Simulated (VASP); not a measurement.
# CdS in VASP: notebook

Runs on CdS. Level: r2SCAN. Tasks: single point.

All numbers are computed with VASP 6.6.1; they aren't measurements. Logs are shortened: lines on timing, memory, paths and dates and some standing lists are left out, and cuts for length are marked.

## 1. The cell of the first run

It takes space group P6_3mc (No. 186, hexagonal). Conventional cell: a = 4.165 Å, b = 4.165 Å, c = 6.768 Å, α = 90.00°, β = 90.00°, γ = 120.00°. Cd (site symmetry 3m) has 5 S at 2.41 to 3.47 Å within 3.5 Å. Within 3.5 Å of S (site symmetry 3m) lie 5 Cd at 2.41 to 3.47 Å.

## 2. Single point, r2SCAN (atoms displaced along a vibrational mode)

Input file POSCAR:

```
CdS
1.0
    4.1647060644      0.0000000000      0.0000000000
   -2.0823530322      3.6067412511      0.0000000000
    0.0000000000      0.0000000000      6.7678927443
Cd S
2 2
Direct
    0.3333333333      0.6666666667     -0.0553448688
    0.6666666667      0.3333333333      0.4446551312
    0.3333333333      0.6666666667      0.4323448688
    0.6666666667      0.3333333333      0.9323448688
```

Input file INCAR.step1:

```
  PREC = Accurate
  ENCUT = 520
  ISMEAR = 0
  SIGMA = 0.01
  LREAL = F
  LASPH = T
  NELM = 100
  NBANDS = 26
  GGA = PE
  ALGO = Normal
  EDIFF = 1E-4
  LWAVE = T
  LCHARG = F
```

Input file INCAR.step2:

```
  PREC = Accurate
  ENCUT = 520
  EDIFF = 1E-6
  ISMEAR = 0
  SIGMA = 0.01
  LREAL = F
  LASPH = T
  NELM = 100
  ALGO = Normal
  ISIF = 2
  LWAVE = F
  LCHARG = F
  METAGGA = R2SCAN
  LMIXTAU = T
  NBANDS = 26
  ISTART = 1
```

Input file KPOINTS:

```
Automatic mesh
0
Gamma
  9 9 4
```

Potentials or basis: VASP PAW PBE potentials, release 64 (Cd, S).

The run is started by

```bash
$ cat potpaw_PBE.64/Cd/POTCAR potpaw_PBE.64/S/POTCAR > POTCAR
$ cp INCAR.step1 INCAR
$ mpirun -np 1 vasp_std > vasp.out
$ cp INCAR.step2 INCAR
$ mpirun -np 1 vasp_std > vasp.out
```

OUTCAR:

```text
PREC = Accurate
   ENCUT = 520
   EDIFF = 1E-6
   ISMEAR = 0
   LREAL = F
   LASPH = T
   NELM = 100
   ISIF = 2
   METAGGA = R2SCAN
   ISTART = 1

 ion  position               nearest neighbor table
   1  0.333  0.667  0.945-   4 2.41   4 2.41   4 2.41
   2  0.667  0.333  0.445-   3 2.41   3 2.41   3 2.41
   3  0.333  0.667  0.432-   2 2.41   2 2.41   2 2.41
   4  0.667  0.333  0.932-   1 2.41   1 2.41   1 2.41

  LATTYP: Found a hexagonal cell.
 ALAT       =     4.1647060644
 C/A-ratio  =     1.6250589212

  Lattice vectors:

 A1 = (   4.1647060644,   0.0000000000,   0.0000000000)
 A2 = (  -2.0823530322,   3.6067412511,   0.0000000000)
 A3 = (   0.0000000000,   0.0000000000,   6.7678927443)

Analysis of symmetry for initial positions (statically):
=====================================================================
 Subroutine PRICEL returns:
 Original cell was already a primitive cell.

 Routine SETGRP: Setting up the symmetry group for a
 hexagonal supercell.

 Subroutine GETGRP returns: Found 12 space group operations
 (whereof  6 operations were pure point group operations)
 out of a pool of 24 trial point group operations.

The static configuration has the point symmetry C_3v.
 The point group associated with its full space group is C_6v.

Analysis of symmetry for dynamics (positions and initial velocities):
=====================================================================
 Subroutine PRICEL returns:
 Original cell was already a primitive cell.

 Routine SETGRP: Setting up the symmetry group for a
 hexagonal supercell.

 Subroutine GETGRP returns: Found 12 space group operations
 (whereof  6 operations were pure point group operations)
 out of a pool of 24 trial point group operations.

The dynamic configuration has the point symmetry C_3v.
 The point group associated with its full space group is C_6v.

 Subroutine INISYM returns: Found 12 space group operations
 (whereof  6 operations are pure point group operations),
 and found     1 'primitive' translations

----------------------------------------------------------------------------------------

                                     Primitive cell

  volume of cell :     101.6606

  direct lattice vectors                    reciprocal lattice vectors
[... 82 lines left out ...]
   PREC   = accura    normal or accurate (medium, high low for compatibility)
   ISTART =      1    job   : 0-new  1-cont  2-samecut
   ICHARG =      0    charge: 1-file 2-atom 10-const
   ISPIN  =      1    spin polarized calculation?
   LNONCOLLINEAR =      F non collinear calculations
   LSORBIT =      F    spin-orbit coupling
   LASPH  =      T    aspherical Exc in radial PAW
   ENCUT  =  520.0 eV  38.22 Ry    6.18 a.u.   7.74  7.74 12.58*2*pi/ulx,y,z
   NELM   =    100;   NELMIN=  2; NELMDL=  0     # of ELM steps
   EDIFF  = 0.1E-05   stopping-criterion for ELM
   LREAL  =      F    real-space projection
   EDIFFG = 0.1E-04   stopping-criterion for IOM
   NSW    =      0    number of steps for IOM
   IBRION =     -1    ionic relax: 0-MD 1-quasi-New 2-CG
   NFREE  =      0    steps in history (QN), initial steepest desc. (CG)
   ISIF   =      2    stress and relaxation
   ISYM   =      2    0-nonsym 1-usesym 2-fastsym
   POTIM  = 0.5000    time-step for ionic-motion
   TEBEG  =    0.0;   TEEND  =   0.0 temperature during run
   PSTRESS=    0.0 pullay stress
   NELECT =      36.0000    total number of electrons
   NUPDOWN=      -1.0000    fix difference up-down
   EMIN   =  10.00;   EMAX   =-10.00  energy-range for DOS
   EFERMI =   0.00;   METHOD = LEGACY
   ISMEAR =     0;   SIGMA  =   0.01  broadening in eV -4-tet -1-fermi 0-gaus
   EFERMI_NEDOS =   21; number of points for ismear=-14 and -15
   IALGO  =     38    algorithm
   IMIX   =      4    mixing-type and parameters
     AMIX     =   0.40;   BMIX     =  1.00
     AMIX_MAG =   1.60;   BMIX_MAG =  1.00
  volume/ion in A,a.u.               =      25.42       171.51
  Fermi-wavevector in a.u.,A,eV,Ry     =   1.158221  2.188720 18.251884  1.341476
  Thomas-Fermi vector in A             =   2.294825
   LORBIT       =      0    0 simple, 1 ext, 2 COOP (PROOUT), +10 PAW based schemes
   METAGGA = R2SCAN    functional components
   LHFCALC =     F    Hartree Fock is set to
   AEXX    =    0.0000 exact exchange contribution
   IVDW    =     0    specifies the selected vdW correction
   LEPSILON=     F    determine dielectric tensor
   LRPA    =     F    only Hartree local field effects (RPA)
 non-spin polarized calculation
 Gauss-broadening in eV      SIGMA  =   0.01
  energy-cutoff  :      520.00
  volume of cell :      101.66
 maximum number of plane-waves:      2786
 NGX is ok and might be reduce to    32
   NGX = 15   NGY = 15   NGZ = 25

 number of electron      36.0000007 magnetization

 Free energy of the ion-electron system (eV)
  ---------------------------------------------------
  ext. energy  EPLUGINS =         0.00000000
  ---------------------------------------------------
  free energy    TOTEN  =       -58.66469433 eV

  energy without entropy =      -58.66469433  energy(sigma->0) =      -58.66469433

 E-fermi :   0.9169     XC(G=0):  -9.5822

 val. band max:        0.8042371317   @ k =   0.0000   0.0000   0.0000
 cond. band min:       2.6788939649   @ k =   0.0000   0.0000   0.0000
 fundamental gap:      1.8746568332
 Fermi energy:         0.9168583215

 k-point     1 :       0.0000    0.0000    0.0000
  band No.  band energies     occupation
      1     -12.1195      2.00000
      2     -11.7819      2.00000
      3      -7.4303      2.00000
      4      -7.4303      2.00000
      5      -7.4262      2.00000
      6      -7.4262      2.00000
[... 685 lines left out ...]
     25      10.7371      0.00000
     26      10.7371      0.00000

 [... further k-points ...]
[... 5 lines left out ...]
  --------------------------------------------------------------------------------------
  -------------------------------------------------------------------------------------
  Total        4.6742819      4.6742819     -1.6592392      0.0000000     -0.0000000      0.0000000
  in kB       73.6669466     73.6669466    -26.1497044      0.0000000     -0.0000000      0.0000000
  external PRESSURE =      40.3947296 kB  Pullay stress =       0.0000000 kB

 VOLUME and BASIS-vectors are now :
 -----------------------------------------------------------------------------
  energy-cutoff  :      520.00
  volume of cell :      101.66
      direct lattice vectors                 reciprocal lattice vectors
     4.164706064  0.000000000  0.000000000     0.240112984  0.138629296  0.000000000
    -2.082353032  3.606741251  0.000000000     0.000000000  0.277258592  0.000000000
     0.000000000  0.000000000  6.767892744     0.000000000  0.000000000  0.147756479

 POSITION                                       TOTAL-FORCE (eV/Angst)
 -----------------------------------------------------------------------------------
     -0.00000      2.40449      6.39332         0.000000     -0.000000      0.171424
      2.08235      1.20225      3.00938        -0.000000      0.000000      0.171424
     -0.00000      2.40449      2.92606        -0.000000     -0.000000     -0.171424
      2.08235      1.20225      6.31001        -0.000000      0.000000     -0.171424
 -----------------------------------------------------------------------------------
    total drift:                                0.000000      0.000000      0.000008

  FREE ENERGIE OF THE ION-ELECTRON SYSTEM (eV)
  ---------------------------------------------------
  free  energy   TOTEN  =       -58.6646943299 eV

  energy  without entropy=      -58.6646943299  energy(sigma->0) =      -58.66469433
```

OUTCAR.step1:

```text
PREC = Accurate
   ENCUT = 520
   ISMEAR = 0
   LREAL = F
[... 928 lines left out ...]
     -0.00000      2.40449      6.39332        -0.000000      0.000000      0.174604
      2.08235      1.20225      3.00938         0.000000     -0.000000      0.174604
     -0.00000      2.40449      2.92606        -0.000000      0.000000     -0.174604
      2.08235      1.20225      6.31001         0.000000      0.000000     -0.174604
 -----------------------------------------------------------------------------------
    total drift:                                0.000000      0.000000      0.000439

  FREE ENERGIE OF THE ION-ELECTRON SYSTEM (eV)
  ---------------------------------------------------
  free  energy   TOTEN  =       -11.5624006697 eV

  energy  without entropy=      -11.5624006697  energy(sigma->0) =      -11.56240067
```

OSZICAR.step1:

```text
N       E                     dE             d eps       ncg     rms          rms(c)
DAV:   1     0.248070640185E+03    0.24807E+03   -0.17462E+04  1872   0.126E+03
DAV:   2     0.948584956964E+00   -0.24712E+03   -0.23858E+03  2054   0.318E+02
DAV:   3    -0.126873735481E+02   -0.13636E+02   -0.13558E+02  2268   0.747E+01
DAV:   4    -0.128285399132E+02   -0.14117E+00   -0.14105E+00  2114   0.738E+00
DAV:   5    -0.128306892582E+02   -0.21493E-02   -0.21492E-02  2184   0.916E-01    0.126E+01
DAV:   6    -0.115964980767E+02    0.12342E+01   -0.22142E+00  2444   0.158E+01    0.971E+00
DAV:   7    -0.115695792221E+02    0.26919E-01   -0.98532E-01  1988   0.524E+00    0.420E+00
DAV:   8    -0.115638770925E+02    0.57021E-02   -0.13624E-01  2090   0.377E+00    0.688E-01
DAV:   9    -0.115622161962E+02    0.16609E-02   -0.23755E-02  2024   0.197E+00    0.234E-01
DAV:  10    -0.115621903546E+02    0.25842E-04   -0.18612E-03  2034   0.468E-01    0.106E-01
DAV:  11    -0.115623229788E+02   -0.13262E-03   -0.32734E-04  2096   0.127E-01    0.630E-02
DAV:  12    -0.115624006697E+02   -0.77691E-04   -0.11981E-04  1434   0.663E-02
   1 F= -.11562401E+02 E0= -.11562401E+02  d E =-.159776E-27
```

Run time: 7.3 min. Hardware: 1 thread of Intel Xeon 8259CL, shared host; peak memory 0.27 GiB.

What came out:

```yaml
Free_energy: -58.6647 eV
Pressure: 4.0 GPa
Largest_force: 0.171 eV/Å
Band_gap_on_the_k_mesh: 1.87 eV
```

Forces in eV/Å, atoms in the order of the input:
```
Cd   0.000  0.000  0.171
Cd   0.000  0.000  0.171
S    0.000  0.000 -0.171
S    0.000  0.000 -0.171
```

Levels at points of the mesh, in eV from the valence-band top:
```
           k point  band 14  band 15  band 16  band 17  band 18  band 19  band 20  band 21  band 22  band 23
(0.00, 0.00, 0.00)    -0.40    -0.40    -0.33     0.00     0.00     1.87     2.53     6.90     6.90     7.71
(0.00, 0.00, 0.50)    -1.94    -0.20    -0.20    -0.20    -0.20     2.91     2.91     6.80     6.80     7.12
```

Caveat: the cell differs from its parent crystal (atoms displaced along a vibrational mode); the cell stands under pressure; the PAW data sets were made with another functional, which shifts forces and pressure a little.

## 3. Single point, r2SCAN

Input file POSCAR:

```
CdS
1.0
    4.1647060644      0.0000000000      0.0000000000
   -2.0823530322      3.6067412511      0.0000000000
    0.0000000000      0.0000000000      6.7678927443
Cd S
2 2
Direct
    0.3333333333      0.6666666667     -0.0615000000
    0.6666666667      0.3333333333      0.4385000000
    0.3333333333      0.6666666667      0.4385000000
    0.6666666667      0.3333333333      0.9385000000
```

Input file INCAR.step1:

```
SYSTEM = CdS
PREC = Accurate
ENCUT = 520
ISMEAR = 0
SIGMA = 0.01
LREAL = .FALSE.
LASPH = .TRUE.
NELM = 60
NBANDS = 26
GGA = PE
ALGO = Normal
EDIFF = 1E-4
LWAVE = .TRUE.
LCHARG = .FALSE.
```

Input file INCAR.step2:

```
SYSTEM = CdS
PREC = Accurate
ENCUT = 520
EDIFF = 1E-6
ISMEAR = 0
SIGMA = 0.01
LREAL = .FALSE.
LASPH = .TRUE.
NELM = 60
ALGO = Normal
ISIF = 2
LWAVE = .FALSE.
LCHARG = .FALSE.
METAGGA = R2SCAN
LMIXTAU = .TRUE.
NBANDS = 26
ISTART = 1
```

Input file KPOINTS:

```
Automatic mesh
0
G
  9 9 4
  0 0 0
```

Potentials or basis: VASP PAW PBE potentials, release 64 (Cd, S).

The run is started by

```bash
$ cat potpaw_PBE.64/Cd/POTCAR potpaw_PBE.64/S/POTCAR > POTCAR
$ cp INCAR.step1 INCAR
$ mpirun -np 1 vasp_std > vasp.out
$ cp INCAR.step2 INCAR
$ mpirun -np 1 vasp_std > vasp.out
```

It took 7.7 min on 1 thread of Intel Xeon 8259CL, shared host; peak memory 0.28 GiB.

It converged, with:

```
Free energy            : -58.6503 eV
Pressure               : 4.1 GPa
Band gap on the k mesh : 1.88 eV
```

Stress tensor (GPa, compression positive):
```
 7.47  0.00  0.00
 0.00  7.47  0.00
 0.00  0.00 -2.60
```

Levels at points of the mesh, in eV from the valence-band top:
```csv
k point,band 16,band 17,band 18,band 19,band 20,band 21
"(0.00, 0.00, 0.00)",-0.34,0.00,0.00,1.88,2.53,6.90
"(0.00, 0.00, 0.50)",-0.20,-0.20,-0.20,2.90,2.90,6.80
```

Caveat: the cell stands under pressure; the PAW data sets were made with another functional, which shifts forces and pressure a little.
